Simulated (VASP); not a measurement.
A run of VASP 6.6.1 is set up as follows.

INCAR

```
PREC = Accurate
ENCUT = 520
EDIFF = 1E-6
ISMEAR = -1
SIGMA = 0.05
LREAL = False
LASPH = True
NELM = 80
ALGO = Normal
ISIF = 2
LWAVE = False
LCHARG = False
GGA = PS
NBANDS = 11
```

File KPOINTS:

```
regular mesh
0
Gamma
  9 9 9
```

Contents of POSCAR:

```
MgS
1.0
    0.0000000000      2.5841887356      2.5841887356
    2.5841887356      0.0000000000      2.5841887356
    2.5841887356      2.5841887356      0.0000000000
S Mg
1 1
Direct
    0.5000000000      0.5000000000      0.5000000000
    0.0000000000      0.0000000000      0.0000000000
```

Potentials or basis: VASP PAW PBE potentials, release 64 (S, Mg).

Run with:

```sh
$ cat potpaw_PBE.64/S/POTCAR potpaw_PBE.64/Mg/POTCAR > POTCAR
$ mpirun -np 1 vasp_std > vasp.out
```

Predict the pressure.

0.4 GPa.

Estimate the band gap on the k mesh.

2.88 eV, indirect (least direct gap 3.75 eV).

Caveat: the PAW data sets were made with another functional, which shifts forces and pressure a little. A k mesh can miss the band edges.
